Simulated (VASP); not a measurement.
# RbH3 (Amm2) in VASP: a series of runs

The runs below take RbH3 through single point, relaxation of cell and atoms, with PBE.

All numbers are computed with VASP 6.6.1; they aren't measurements. Logs are shortened: lines on timing, memory, paths and dates and some standing lists are left out, and cuts for length are marked.

## Step 1: The cell of the first run

Symmetry: Amm2, No. 38, orthorhombic system. The conventional cell has a = 9.050 Å, b = 4.471 Å, c = 3.255 Å, α = 90.00°, β = 90.00°, γ = 90.00°. Within 3.3 Å of Rb (site symmetry mm2) lie 8 H at 2.45 to 3.23 Å and 6 Rb at 2.77 to 3.25 Å. Within 3.4 Å of H (site symmetry m) lie 10 H at 2.43 to 3.33 Å and 4 Rb at 2.45 to 3.23 Å. Within 3.4 Å of H (site symmetry mm2) lie 14 H at 2.43 to 3.33 Å.

## Step 2: Single point, PBE

INCAR

```
SYSTEM = RbH3
PREC = Accurate
ENCUT = 520
EDIFF = 1E-6
ISMEAR = 0
SIGMA = 0.1
LREAL = .False.
LASPH = .True.
NELM = 60
ALGO = Normal
ISIF = 2
LWAVE = .False.
LCHARG = .False.
GGA = PE
NBANDS = 14
```

KPOINTS

```
Automatic mesh
0
Gamma
  2 6 6
  0 0 0
```

POSCAR

```
RbH3
1.0
    9.0498491600      0.0000000000      0.0000000000
    0.0000000000      2.2354114800      1.6274211600
    0.0000000000     -2.2354114800      1.6274211600
Rb H
1 3
Direct
    0.0000000000      0.9139817500      0.9139817500
    0.7526067800      0.6103886600      0.6103886600
    0.5000000000      0.8652409400      0.8652409400
    0.2473932200      0.6103886600      0.6103886600
```

Potentials or basis: VASP PAW PBE potentials, release 64 (Rb_sv, H).

Command:

```sh
$ cat potpaw_PBE.64/Rb_sv/POTCAR potpaw_PBE.64/H/POTCAR > POTCAR
$ mpirun -np 1 vasp_std > vasp.out
```

OUTCAR:

```text
SYSTEM = RbH3
   PREC = Accurate
   ENCUT = 520
   EDIFF = 1E-6
   ISMEAR = 0
   LREAL = .False.
   LASPH = .True.
   NELM = 60
   ISIF = 2
   GGA = PE

 ion  position               nearest neighbor table
   1  0.000  0.914  0.914-   2 2.45   4 2.45   2 3.19   4 3.19   2 3.23   4 3.23   2 3.23   4 3.23

   2  0.753  0.610  0.610-   1 2.45   1 3.19   1 3.23   1 3.23
   3  0.500  0.865  0.865-
   4  0.247  0.610  0.610-   1 2.45   1 3.19   1 3.23   1 3.23

  LATTYP: Found a base centered orthorhombic cell.
 ALAT       =     3.2548423200
 B/A-ratio  =     1.3735912589
 C/A-ratio  =     2.7804262911

  Lattice vectors:

 A1 = (   0.0000000000,   2.2354114800,   1.6274211600)
 A2 = (   0.0000000000,  -2.2354114800,   1.6274211600)
 A3 = (   9.0498491600,   0.0000000000,   0.0000000000)

Analysis of symmetry for initial positions (statically):
=====================================================================
 Subroutine PRICEL returns:
 Original cell was already a primitive cell.

 Routine SETGRP: Setting up the symmetry group for a
 base centered orthorhombic supercell.

 Subroutine GETGRP returns: Found  4 space group operations
 (whereof  4 operations were pure point group operations)
 out of a pool of  8 trial point group operations.

The static configuration has the point symmetry C_2v.

Analysis of symmetry for dynamics (positions and initial velocities):
=====================================================================
 Subroutine PRICEL returns:
 Original cell was already a primitive cell.

 Routine SETGRP: Setting up the symmetry group for a
 base centered orthorhombic supercell.

 Subroutine GETGRP returns: Found  4 space group operations
 (whereof  4 operations were pure point group operations)
 out of a pool of  8 trial point group operations.

The dynamic configuration has the point symmetry C_2v.

 Subroutine INISYM returns: Found  4 space group operations
 (whereof  4 operations are pure point group operations),
 and found     1 'primitive' translations

----------------------------------------------------------------------------------------

                                     Primitive cell

  volume of cell :      65.8459

  direct lattice vectors                    reciprocal lattice vectors
     9.049849160  0.000000000  0.000000000     0.110499079  0.000000000  0.000000000
     0.000000000  2.235411480  1.627421160     0.000000000  0.223672467  0.307234545
     0.000000000 -2.235411480  1.627421160     0.000000000 -0.223672467  0.307234545

  length of vectors
[... 100 lines left out ...]
   EFERMI =   0.00;   METHOD = LEGACY
   ISMEAR =     0;   SIGMA  =   0.10  broadening in eV -4-tet -1-fermi 0-gaus
   EFERMI_NEDOS =   21; number of points for ismear=-14 and -15
   IALGO  =     38    algorithm
   IMIX   =      4    mixing-type and parameters
     AMIX     =   0.40;   BMIX     =  1.00
     AMIX_MAG =   1.60;   BMIX_MAG =  1.00
  volume/ion in A,a.u.               =      16.46       111.09
  Fermi-wavevector in a.u.,A,eV,Ry     =   0.928166  1.753979 11.721312  0.861492
  Thomas-Fermi vector in A             =   2.054314
   LORBIT       =      0    0 simple, 1 ext, 2 COOP (PROOUT), +10 PAW based schemes
   GGA     = PE    functional components
   LHFCALC =     F    Hartree Fock is set to
   AEXX    =    0.0000 exact exchange contribution
   IVDW    =     0    specifies the selected vdW correction
   LEPSILON=     F    determine dielectric tensor
   LRPA    =     F    only Hartree local field effects (RPA)
 non-spin polarized calculation
 Gauss-broadening in eV      SIGMA  =   0.10
  energy-cutoff  :      520.00
  volume of cell :       65.85
 maximum number of plane-waves:      1794
 NGX is ok and might be reduce to    70
   NGX = 33   NGY = 11   NGZ = 11

 number of electron      12.0000000 magnetization

 Free energy of the ion-electron system (eV)
  ---------------------------------------------------
  ext. energy  EPLUGINS =         0.00000000
  ---------------------------------------------------
  free energy    TOTEN  =        -3.69991935 eV

  energy without entropy =       -3.68526922  energy(sigma->0) =       -3.69259428

 E-fermi :  -1.4690     XC(G=0):  -7.4533

 val. band max:       -1.4845260637   @ k =   0.5000   0.5000   0.3333
 cond. band min:      -1.4494035426   @ k =   0.0000   0.3333   0.3333
 fundamental gap:      0.0351225211
 Fermi energy:        -1.4689671889

 k-point     1 :       0.0000    0.0000    0.0000
  band No.  band energies     occupation
      1     -31.2185      2.00000
      2     -14.8338      2.00000
      3     -12.4440      2.00000
      4     -11.6731      2.00000
      5      -5.0484      2.00000
      6      -3.3688      2.00000
      7      -2.8029      2.00000
      8       0.9506      0.00000
      9       2.3770      0.00000
     10       6.2038      0.00000
     11       6.4131      0.00000
     12       8.9654      0.00000
     13       9.1036      0.00000
     14      10.8954      0.00000
[... 377 lines left out ...]
      1     -29.8990      2.00000
      2     -15.9870      2.00000
      3     -14.3655      2.00000
      4     -13.5895      2.00000
      5      -2.3332      2.00000
      6      -2.2444      2.00000
      7      -0.5027      0.00000
      8      -0.0377      0.00000
      9       2.9482      0.00000
     10       6.1819      0.00000
     11       7.1232      0.00000
     12       8.2573      0.00000
     13       8.6738      0.00000
     14       9.5357      0.00000

 [... further k-points ...]

------------------------ aborting loop because EDIFF is reached ----------------------------------------

  FORCE on cell =-STRESS in cart. coord.  units (eV):
  Direction    XX          YY          ZZ          XY          YZ          ZX
  --------------------------------------------------------------------------------------
  -------------------------------------------------------------------------------------
  Total       -3.4874676      5.4975397      5.4441827      0.0000000      0.0000000      0.0000000
  in kB      -84.8578450    133.7673694    132.4690742      0.0000000      0.0000000      0.0000000
  external PRESSURE =      60.4595329 kB  Pullay stress =       0.0000000 kB

 VOLUME and BASIS-vectors are now :
 -----------------------------------------------------------------------------
  energy-cutoff  :      520.00
  volume of cell :       65.85
      direct lattice vectors                 reciprocal lattice vectors
     9.049849160  0.000000000  0.000000000     0.110499079  0.000000000  0.000000000
     0.000000000  2.235411480  1.627421160     0.000000000  0.223672467  0.307234545
     0.000000000 -2.235411480  1.627421160     0.000000000 -0.223672467  0.307234545

 POSITION                                       TOTAL-FORCE (eV/Angst)
 -----------------------------------------------------------------------------------
      0.00000      0.00000      2.97487         0.000000      0.000000      0.944093
      6.81098      0.00000      1.98672        -0.168150      0.000000     -0.280013
      4.52492      0.00000      2.81622         0.000000      0.000000     -0.384068
      2.23887      0.00000      1.98672         0.168150      0.000000     -0.280013
 -----------------------------------------------------------------------------------
    total drift:                               -0.000000      0.000000     -0.000013

  FREE ENERGIE OF THE ION-ELECTRON SYSTEM (eV)
  ---------------------------------------------------
  free  energy   TOTEN  =        -3.6999193492 eV

  energy  without entropy=       -3.6852692184  energy(sigma->0) =       -3.69259428
```

It took 15 s on 1 thread of Intel Xeon Platinum 8488C (Sapphire Rapids), shared host; peak memory 0.19 GiB.

What came out:

* Free energy: -3.6999 eV
* Pressure: 6.0 GPa
* Largest force: 0.944 eV/Å
* Band gap on the k mesh: zero (bands 6 and 7 overlap by 2.03 eV)

Forces on the atoms (eV/Å):
```
Rb   0.000  0.000  0.944
H   -0.168  0.000 -0.280
H    0.000  0.000 -0.384
H    0.168  0.000 -0.280
```

Stress tensor (GPa, compression positive):
```
-8.49  0.00  0.00
 0.00 13.38  0.00
 0.00  0.00 13.25
```

Caveat: the k points lie up to 0.40 Å⁻¹ apart, too coarse for converged energies and pressures of a metal.

(Continued in part 2 of 2.)

The gap in the log of VASP goes by the Fermi energy; the results here count the filled bands.